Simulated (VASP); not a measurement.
# SnO2 (I4/m) in VASP: a series of runs

Aim: see how the results for SnO2 move with the level of theory and the settings. Levels: revPBE, RPBE, PBEsol. Tasks: single point.

Program: VASP 6.6.1. These are calculated values, not measurements. Logs are shortened: lines on timing, memory, paths and dates and some standing lists are left out, and cuts for length are marked.

### 1 The cell of the first run

Symmetry: I4/m, No. 87, tetragonal system. Conventional cell: a = 10.876 Å, b = 10.876 Å, c = 3.241 Å, α = 90.00°, β = 90.00°, γ = 90.00°. Within 2.8 Å of Sn (site symmetry m) lie 6 O at 2.09 to 2.15 Å. Within 2.8 Å of O (site symmetry m) lie 3 Sn at 2.11 to 2.15 Å and 3 O at 2.71 to 2.75 Å. Within 2.8 Å of O (site symmetry m) lie 3 Sn at 2.09 to 2.12 Å and 1 O at 2.71 Å.

### 2 Single point, revPBE

The input, INCAR:

```
SYSTEM = SnO2
PREC = Accurate ; ENCUT = 520
EDIFF = 1E-6 ; ISMEAR = -1
SIGMA = 0.05 ; LREAL = .False.
LASPH = .True. ; NELM = 100
ALGO = Normal ; ISIF = 2
LWAVE = .False. ; LCHARG = .False.
GGA = RE ; NBANDS = 64
```

The input, KPOINTS:

```
regular mesh
0
Gamma
  7 7 7
  0 0 0
```

The input, POSCAR:

```
SnO2
1.0
   -5.4381747225      5.4381747225      1.6205944221
    5.4381747225     -5.4381747225      1.6205944221
    5.4381747225      5.4381747225     -1.6205944221
Sn O
4 8
Direct
    0.3494412117      0.8338705508      0.1833117625
    0.8338705508      0.6505587883      0.4844293391
    0.1661294492      0.3494412117      0.5155706609
    0.6505587883      0.1661294492      0.8166882375
    0.2099234897      0.1563019191      0.3662254089
    0.8436980809      0.2099234897      0.0536215706
    0.7900765103      0.8436980809      0.6337745911
    0.1563019191      0.7900765103      0.9463784294
    0.1607726402      0.5413282442      0.7021008843
    0.5413282442      0.8392273598      0.3805556040
    0.4586717558      0.1607726402      0.6194443960
    0.8392273598      0.4586717558      0.2978991157
```

Potentials or basis: VASP PAW PBE potentials, release 64 (Sn_d, O).

Started as:

```console
$ cat potpaw_PBE.64/Sn_d/POTCAR potpaw_PBE.64/O/POTCAR > POTCAR
$ mpirun -np 1 vasp_std > vasp.out
```

OUTCAR:

```text
SYSTEM = SnO2
   PREC = Accurate
   ENCUT = 520
   EDIFF = 1E-6
   ISMEAR = -1
   LREAL = .False.
   LASPH = .True.
   NELM = 100
   ISIF = 2
   GGA = RE

 ion  position               nearest neighbor table
   1  0.349  0.834  0.183-  10 2.09   6 2.11   6 2.11  12 2.12  12 2.12   8 2.15   4 3.26   4 3.26

   2  0.834  0.651  0.484-  12 2.09   5 2.11   5 2.11  11 2.12  11 2.12   7 2.15   3 3.26   3 3.26

   3  0.166  0.349  0.516-   9 2.09   7 2.11   7 2.11  10 2.12  10 2.12   5 2.15   2 3.26   2 3.26

   4  0.651  0.166  0.817-  11 2.09   8 2.11   8 2.11   9 2.12   9 2.12   6 2.15   1 3.26   1 3.26

   5  0.210  0.156  0.366-   2 2.11   2 2.11   3 2.15
   6  0.844  0.210  0.054-   1 2.11   1 2.11   4 2.15
   7  0.790  0.844  0.634-   3 2.11   3 2.11   2 2.15
   8  0.156  0.790  0.946-   4 2.11   4 2.11   1 2.15
   9  0.161  0.541  0.702-   3 2.09   4 2.12   4 2.12
  10  0.541  0.839  0.381-   1 2.09   3 2.12   3 2.12
  11  0.459  0.161  0.619-   4 2.09   2 2.12   2 2.12
  12  0.839  0.459  0.298-   2 2.09   1 2.12   1 2.12

  LATTYP: Found a body centered tetragonal cell.
 ALAT       =    10.8763494450
 C/A-ratio  =     0.2980033752

  Lattice vectors:

 A1 = (  -5.4381747225,   5.4381747225,   1.6205944221)
 A2 = (   5.4381747225,  -5.4381747225,   1.6205944221)
 A3 = (   5.4381747225,   5.4381747225,  -1.6205944221)

Analysis of symmetry for initial positions (statically):
=====================================================================
 Subroutine PRICEL returns:
 Original cell was already a primitive cell.

 Routine SETGRP: Setting up the symmetry group for a
 body centered tetragonal supercell.

 Subroutine GETGRP returns: Found  8 space group operations
 (whereof  8 operations were pure point group operations)
 out of a pool of 16 trial point group operations.

The static configuration has the point symmetry C_4h.

Analysis of symmetry for dynamics (positions and initial velocities):
=====================================================================
 Subroutine PRICEL returns:
 Original cell was already a primitive cell.

 Routine SETGRP: Setting up the symmetry group for a
 body centered tetragonal supercell.

 Subroutine GETGRP returns: Found  8 space group operations
 (whereof  8 operations were pure point group operations)
 out of a pool of 16 trial point group operations.

The dynamic configuration has the point symmetry C_4h.

[... 126 lines left out ...]
   POTIM  = 0.5000    time-step for ionic-motion
   TEBEG  =    0.0;   TEEND  =   0.0 temperature during run
   PSTRESS=    0.0 pullay stress
   NELECT =     104.0000    total number of electrons
   NUPDOWN=      -1.0000    fix difference up-down
   EMIN   =  10.00;   EMAX   =-10.00  energy-range for DOS
   EFERMI =   0.00;   METHOD = LEGACY
   ISMEAR =    -1;   SIGMA  =   0.05  broadening in eV -4-tet -1-fermi 0-gaus
   EFERMI_NEDOS =   21; number of points for ismear=-14 and -15
   IALGO  =     38    algorithm
   IMIX   =      4    mixing-type and parameters
     AMIX     =   0.40;   BMIX     =  1.00
     AMIX_MAG =   1.60;   BMIX_MAG =  1.00
  volume/ion in A,a.u.               =      15.98       107.81
  Fermi-wavevector in a.u.,A,eV,Ry     =   1.335178  2.523120 24.255098  1.782699
  Thomas-Fermi vector in A             =   2.463902
   LORBIT       =      0    0 simple, 1 ext, 2 COOP (PROOUT), +10 PAW based schemes
   GGA     = RE    functional components
   LHFCALC =     F    Hartree Fock is set to
   AEXX    =    0.0000 exact exchange contribution
   IVDW    =     0    specifies the selected vdW correction
   LEPSILON=     F    determine dielectric tensor
   LRPA    =     F    only Hartree local field effects (RPA)
 non-spin polarized calculation
  energy-cutoff  :      520.00
  volume of cell :      191.71
 maximum number of plane-waves:      5206
   NGX = 29   NGY = 29   NGZ = 29

 number of electron     104.0000002 magnetization

 Free energy of the ion-electron system (eV)
  ---------------------------------------------------
  ext. energy  EPLUGINS =         0.00000000
  ---------------------------------------------------
  free energy    TOTEN  =       -69.99779013 eV

  energy without entropy =      -69.99779012  energy(sigma->0) =      -69.99779013

 E-fermi :   3.3448     XC(G=0):  -9.0453

 val. band max:        2.4111520002   @ k =  -0.4286   0.4286   0.4286
 cond. band min:       4.0622752351   @ k =   0.0000   0.0000   0.0000
 fundamental gap:      1.6511232349
 Fermi energy:         3.3448229284

 k-point     1 :       0.0000    0.0000    0.0000
  band No.  band energies     occupation
      1     -18.0978      2.00000
      2     -18.0978      2.00000
      3     -17.9443      2.00000
      4     -17.5932      2.00000
      5     -17.4959      2.00000
      6     -17.4524      2.00000
[... 1597 lines left out ...]
     63      12.9831      0.00000
     64      12.9994      0.00000

 [... further k-points ...]

------------------------ aborting loop because EDIFF is reached ----------------------------------------

  FORCE on cell =-STRESS in cart. coord.  units (eV):
  Direction    XX          YY          ZZ          XY          YZ          ZX
  --------------------------------------------------------------------------------------
  -------------------------------------------------------------------------------------
  Total        0.4685575      0.4685575      0.7101195     -0.0000000     -0.0000000      0.0000000
  in kB        3.9159111      3.9159111      5.9347359     -0.0000001     -0.0000000      0.0000000
  external PRESSURE =       4.5888527 kB  Pullay stress =       0.0000000 kB

 VOLUME and BASIS-vectors are now :
 -----------------------------------------------------------------------------
  energy-cutoff  :      520.00
  volume of cell :      191.71
      direct lattice vectors                 reciprocal lattice vectors
    -5.438174723  5.438174723  1.620594422     0.000000000  0.091942614  0.308528768
     5.438174723 -5.438174723  1.620594422     0.091942614  0.000000000  0.308528768
     5.438174723  5.438174723 -1.620594422     0.091942614  0.091942614  0.000000000

 POSITION                                       TOTAL-FORCE (eV/Angst)
 -----------------------------------------------------------------------------------
      3.63129     -1.63753      1.62059         0.007893      0.004122      0.000000
      1.63753      3.63129      1.62059        -0.004122      0.007893      0.000000
      3.80064      1.80688     -0.00000         0.004122     -0.007893     -0.000000
      1.80688      7.07570     -0.00000        -0.007893     -0.004122     -0.000000
      1.69999      2.28320     -0.00000        -0.030931     -0.043626     -0.000000
     -3.15497      3.73818      1.62059        -0.043626      0.030931      0.000000
      3.73818      3.15497      1.62059         0.030931      0.043626      0.000000
      8.59315      1.69999      0.00000         0.043626     -0.030931     -0.000000
      5.88768      1.74862      0.00000        -0.008683     -0.003077      0.000000
      3.68956      0.44950      1.62059         0.003077     -0.008683     -0.000000
      1.74862      4.98867      0.00000        -0.003077      0.008683     -0.000000
     -0.44950      3.68956      1.62059         0.008683      0.003077     -0.000000
 -----------------------------------------------------------------------------------
    total drift:                               -0.000000     -0.000000      0.000000

  FREE ENERGIE OF THE ION-ELECTRON SYSTEM (eV)
  ---------------------------------------------------
  free  energy   TOTEN  =       -69.9977901299 eV

  energy  without entropy=      -69.9977901222  energy(sigma->0) =      -69.99779013
```

Run time: 16 min. Hardware: 1 thread of Intel Xeon Platinum 8259CL at 2.50GHz (Skylake/Cascade Lake), shared host; peak memory 0.77 GiB.

What came out:

```yaml
Free_energy: -69.9978 eV
Pressure: 0.5 GPa
Largest_force: 0.053 eV/Å
Band_gap_on_the_k_mesh: 1.65 eV, indirect (least direct gap 1.83 eV)
```

Forces on the atoms (eV/Å):
```
Sn   0.008  0.004  0.000
Sn  -0.004  0.008  0.000
Sn   0.004 -0.008  0.000
Sn  -0.008 -0.004  0.000
O   -0.031 -0.044  0.000
O   -0.044  0.031  0.000
O    0.031  0.044  0.000
O    0.044 -0.031  0.000
O   -0.009 -0.003  0.000
O    0.003 -0.009  0.000
O   -0.003  0.009  0.000
O    0.009  0.003  0.000
```

Levels at points of the mesh, in eV from the valence-band top:
| k point | band 49 | band 50 | band 51 | band 52 | band 53 | band 54 | band 55 | band 56 |
| --- | --- | --- | --- | --- | --- | --- | --- | --- |
| (0.00, 0.00, 0.00) | -0.52 | -0.20 | -0.20 | -0.18 | 1.65 | 4.57 | 4.57 | 4.94 |

Caveat: the PAW data sets were made with another functional, which shifts forces and pressure a little; spin-orbit coupling is left out, which moves the levels of the heavy elements.

### 3 Single point, RPBE

This run uses another cell than the first one, of 16.07 Å³/atom, 1.006 times its volume.

The input, INCAR:

```
SYSTEM = SnO2
PREC = Accurate
ENCUT = 520
EDIFF = 1E-6
ISMEAR = -1
SIGMA = 0.05
LREAL = .FALSE.
LASPH = .TRUE.
NELM = 60
ALGO = Normal
ISIF = 2
LWAVE = .FALSE.
LCHARG = .FALSE.
GGA = RP
NBANDS = 64
```

The input, KPOINTS:

```
Automatic mesh
0
G
  7 7 7
  0 0 0
```

The input, POSCAR:

```
SnO2
1.0
   -5.4494629411      5.4494629411      1.6233474599
    5.4494629411     -5.4494629411      1.6233474599
    5.4494629411      5.4494629411     -1.6233474599
Sn O
4 8
Direct
    0.3494829258      0.8338137734      0.1832966992
    0.8338137734      0.6505170742      0.4843308477
    0.1661862266      0.3494829258      0.5156691523
    0.6505170742      0.1661862266      0.8167033008
    0.2099477463      0.1563218753      0.3662696216
    0.8436781247      0.2099477463      0.0536258711
    0.7900522537      0.8436781247      0.6337303784
    0.1563218753      0.7900522537      0.9463741289
    0.1608196104      0.5413954595      0.7022150698
    0.5413954595      0.8391803896      0.3805758491
    0.4586045405      0.1608196104      0.6194241509
    0.8391803896      0.4586045405      0.2977849302
```

Potentials or basis: VASP PAW PBE potentials, release 64 (Sn_d, O).

Started as:

```console
$ cat potpaw_PBE.64/Sn_d/POTCAR potpaw_PBE.64/O/POTCAR > POTCAR
$ mpirun -np 1 vasp_std > vasp.out
```

OUTCAR:

```text
SYSTEM = SnO2
   PREC = Accurate
   ENCUT = 520
   EDIFF = 1E-6
   ISMEAR = -1
   LREAL = .FALSE.
   LASPH = .TRUE.
   NELM = 60
   ISIF = 2
   GGA = RP

 ion  position               nearest neighbor table
   1  0.349  0.834  0.183-  10 2.09   6 2.11   6 2.11  12 2.12  12 2.12   8 2.16   4 3.27   4 3.27

   2  0.834  0.651  0.484-  12 2.09   5 2.11   5 2.11  11 2.12  11 2.12   7 2.16   3 3.27   3 3.27

   3  0.166  0.349  0.516-   9 2.09   7 2.11   7 2.11  10 2.12  10 2.12   5 2.16   2 3.27   2 3.27

   4  0.651  0.166  0.817-  11 2.09   8 2.11   8 2.11   9 2.12   9 2.12   6 2.16   1 3.27   1 3.27

   5  0.210  0.156  0.366-   2 2.11   2 2.11   3 2.16
   6  0.844  0.210  0.054-   1 2.11   1 2.11   4 2.16
   7  0.790  0.844  0.634-   3 2.11   3 2.11   2 2.16
   8  0.156  0.790  0.946-   4 2.11   4 2.11   1 2.16
   9  0.161  0.541  0.702-   3 2.09   4 2.12   4 2.12
  10  0.541  0.839  0.381-   1 2.09   3 2.12   3 2.12
  11  0.459  0.161  0.619-   4 2.09   2 2.12   2 2.12
  12  0.839  0.459  0.298-   2 2.09   1 2.12   1 2.12

[... 208 lines left out ...]
 Fermi energy:         3.3096215383

 k-point     1 :       0.0000    0.0000    0.0000
  band No.  band energies     occupation
      1     -18.1301      2.00000
      2     -18.1301      2.00000
      3     -17.9791      2.00000
      4     -17.6370      2.00000
      5     -17.5447      2.00000
      6     -17.5013      2.00000
[... 1597 lines left out ...]
     63      12.8883      0.00000
     64      12.9390      0.00000

 [... further k-points ...]
[... 5 lines left out ...]
  --------------------------------------------------------------------------------------
  -------------------------------------------------------------------------------------
  Total        0.4753018      0.4753018      0.7060081     -0.0000000      0.0000000      0.0000000
  in kB        3.9491273      3.9491273      5.8659907     -0.0000002      0.0000000      0.0000000
  external PRESSURE =       4.5880818 kB  Pullay stress =       0.0000000 kB

 VOLUME and BASIS-vectors are now :
 -----------------------------------------------------------------------------
  energy-cutoff  :      520.00
  volume of cell :      192.83
      direct lattice vectors                 reciprocal lattice vectors
    -5.449462941  5.449462941  1.623347460     0.000000000  0.091752161  0.308005533
     5.449462941 -5.449462941  1.623347460     0.091752161  0.000000000  0.308005533
     5.449462941  5.449462941 -1.623347460     0.091752161  0.091752161  0.000000000

 POSITION                                       TOTAL-FORCE (eV/Angst)
 -----------------------------------------------------------------------------------
      3.63821     -1.64047      1.62335         0.005783      0.003776     -0.000000
      1.64047      3.63821      1.62335        -0.003776      0.005783     -0.000000
      3.80899      1.81125      0.00000         0.003776     -0.005783     -0.000000
      1.81125      7.08994      0.00000        -0.005783     -0.003776      0.000000
      1.70374      2.28820      0.00000        -0.029700     -0.041594      0.000000
     -3.16126      3.74572      1.62335        -0.041594      0.029700      0.000000
      3.74572      3.16126      1.62335         0.029700      0.041594     -0.000000
      8.61072      1.70374      0.00000         0.041594     -0.029700     -0.000000
      5.90063      1.75276      0.00000        -0.010371     -0.003132     -0.000000
      3.69670      0.45117      1.62335         0.003132     -0.010371     -0.000000
      1.75276      4.99830     -0.00000        -0.003132      0.010371      0.000000
     -0.45117      3.69670      1.62335         0.010371      0.003132      0.000000
 -----------------------------------------------------------------------------------
    total drift:                                0.000000      0.000000     -0.000000

  FREE ENERGIE OF THE ION-ELECTRON SYSTEM (eV)
  ---------------------------------------------------
  free  energy   TOTEN  =       -69.5247802210 eV

  energy  without entropy=      -69.5247802110  energy(sigma->0) =      -69.52478022
```

stdout:

```text
POSCAR found type information on POSCAR SnO
 POSCAR found :  2 types and      12 ions
 scaLAPACK will be used
 -----------------------------------------------------------------------------
|                                                                             |
|                                                                             |
|     You enforced a specific xc type in the INCAR file but a different       |
|     I HOPE YOU KNOW WHAT YOU ARE DOING!                                     |
|                                                                             |
 -----------------------------------------------------------------------------

 LDA part: xc-table for (Slater+PW92), standard interpolation
 POSCAR, INCAR and KPOINTS ok, starting setup
 FFT: planning ... GRIDC
 FFT: planning ... GRID_SOFT
 FFT: planning ... GRID
 WAVECAR not read
 entering main loop
```

Run time: 17 min. Hardware: 1 thread of Intel Xeon Platinum 8559C (Emerald Rapids), shared host; peak memory 0.76 GiB.

What came out:

```yaml
Free_energy: -69.5248 eV
Pressure: 0.5 GPa
Largest_force: 0.051 eV/Å
Band_gap_on_the_k_mesh: 1.62 eV, indirect (least direct gap 1.80 eV)
```

Forces on the atoms (eV/Å):
```
Sn   0.006  0.004  0.000
Sn  -0.004  0.006  0.000
Sn   0.004 -0.006  0.000
Sn  -0.006 -0.004  0.000
O   -0.030 -0.042  0.000
O   -0.042  0.030  0.000
O    0.030  0.042  0.000
O    0.042 -0.030  0.000
O   -0.010 -0.003  0.000
O    0.003 -0.010  0.000
O   -0.003  0.010  0.000
O    0.010  0.003  0.000
```

Stress tensor (GPa, compression positive):
```
0.39 0.00 0.00
0.00 0.39 0.00
0.00 0.00 0.59
```

Caveat: the PAW data sets were made with another functional, which shifts forces and pressure a little; spin-orbit coupling is left out, which moves the levels of the heavy elements. A hybrid or GW would open this gap; RPBE tends to underestimate it.

### 4 Single point, PBEsol

This run uses another cell than the first one, of 12.51 Å³/atom, 0.783 times its volume.

The input, INCAR:

```
  PREC = Accurate
  ENCUT = 520
  EDIFF = 1E-6
  ISMEAR = -1
  SIGMA = 0.05
  LREAL = False
  LASPH = True
  NELM = 80
  ALGO = Normal
  ISIF = 2
  LWAVE = False
  LCHARG = True
  GGA = PS
  LELF = True
  LVHAR = True
  NBANDS = 64
```

The input, KPOINTS:

```
regular mesh
0
Gamma
  7 7 7
```

The input, POSCAR:

```
SnO2
1.0
   -4.8849353643      4.8849353643      1.5724008064
    4.8849353643     -4.8849353643      1.5724008064
    4.8849353643      4.8849353643     -1.5724008064
Sn O
4 8
Direct
    0.3668536634      0.8088571808      0.1757108442
    0.8088571808      0.6331463366      0.4420035174
    0.1911428192      0.3668536634      0.5579964826
    0.6331463366      0.1911428192      0.8242891558
    0.1761953791      0.1506988915      0.3268942706
    0.8493011085      0.1761953791      0.0254964876
    0.8238046209      0.8493011085      0.6731057294
    0.1506988915      0.8238046209      0.9745035124
    0.1525913354      0.5615398317      0.7141311671
    0.5615398317      0.8474086646      0.4089484963
    0.4384601683      0.1525913354      0.5910515037
    0.8474086646      0.4384601683      0.2858688329
```

Started as:

```console
$ cat potpaw_PBE.64/Sn_d/POTCAR potpaw_PBE.64/O/POTCAR > POTCAR
$ mpirun -np 1 vasp_std > vasp.out
```

It took 29 min on 1 thread of AMD EPYC 7R43 (Zen 3), shared host; peak memory 0.56 GiB.

Results (log left out):

```
Free energy            : -76.2514 eV
Pressure               : 20.7 GPa
Largest force          : 0.077 eV/Å
Band gap on the k mesh : 2.48 eV, direct
```

Forces in eV/Å, atoms in the order of the input:
```
Sn   0.011  0.033  0.000
Sn  -0.033  0.011  0.000
Sn   0.033 -0.011  0.000
Sn  -0.011 -0.033  0.000
O   -0.030 -0.071  0.000
O   -0.071  0.030  0.000
O    0.030  0.071  0.000
O    0.071 -0.030  0.000
O   -0.002  0.003  0.000
O   -0.003 -0.002  0.000
O    0.003  0.002  0.000
O    0.002 -0.003  0.000
```

Stress tensor (GPa, compression positive):
```
20.61  0.00  0.00
 0.00 20.61  0.00
 0.00  0.00 21.00
```

Levels at points of the mesh, in eV from the valence-band top:
| k point | band 49 | band 50 | band 51 | band 52 | band 53 | band 54 | band 55 | band 56 |
| --- | --- | --- | --- | --- | --- | --- | --- | --- |
| (0.00, 0.00, 0.00) | -0.77 | -0.25 | -0.25 | 0.00 | 2.48 | 5.49 | 5.61 | 5.61 |

Caveat: the PAW data sets were made with another functional, which shifts forces and pressure a little; spin-orbit coupling is left out, which moves the levels of the heavy elements. A k mesh can miss the band edges.

### 5 Overview

| level | cell | gap on the mesh (eV) | pressure (GPa) | largest force (eV/Å) |
| --- | --- | --- | --- | --- |
| revPBE | a = 7.860 Å, angles 92.4, 92.4, 156.2°, 12 atoms | 1.65 | 0.5 | 0.05 |
| RPBE | a = 7.876 Å, angles 92.4, 92.4, 156.2°, 12 atoms | 1.62 | 0.5 | 0.05 |
| PBEsol | a = 7.085 Å, angles 92.8, 92.8, 154.4°, 12 atoms | 2.48 | 20.7 | 0.08 |

Alike in all rows: task single point; potentials or basis VASP PAW PBE potentials, release 64 (Sn_d, O); no spin polarisation; k mesh 7 × 7 × 7; cutoff (eV) 520; smearing fermi-dirac 0.05 eV.

Caveats: the PAW data sets were made with another functional, which shifts forces and pressure a little; spin-orbit coupling is left out, which moves the levels of the heavy elements.

Total energies depend on the potentials used, so only differences within one code and one set of settings carry meaning.
